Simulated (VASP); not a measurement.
Li, 1 atom in the cell. It takes space group Im-3m (No. 229, cubic). Conventional cell: a = 3.529 Å, b = 3.529 Å, c = 3.529 Å, α = 90.00°, β = 90.00°, γ = 90.00°. Within 4.0 Å of Li (site symmetry m-3m) lie 14 Li at 3.06 to 3.53 Å. 

```yaml
Program: VASP 6.6.1
Task: single point
Functional: revPBE
Potentials_or_basis: VASP PAW PBE potentials, release 64 (Li_sv)
Cutoff: 520 eV
k_mesh: 21 × 21 × 21
Occupations: fermi-dirac, width 0.1 eV
Spin: no spin polarisation
Dipole_correction: no
Further_INCAR_settings: ALGO = Normal; EDIFF = 1e-07; NBANDS = 8
```

Potentials or basis: VASP PAW PBE potentials, release 64 (Li_sv).

Run with:

```sh
$ cat potpaw_PBE.64/Li_sv/POTCAR > POTCAR
$ mpirun -np 1 vasp_std > vasp.out
```

Hardware: 1 thread of Intel(R) Xeon(R) 6975P-C (Granite Rapids), with other jobs on the host.

Q: How long does it take, and how much memory?

A: Run time: 11 s on 1 thread of Intel(R) Xeon(R) 6975P-C (Granite Rapids) (shared host), peak memory 0.15 GiB. Counts: scf iterations 12, k points 286.
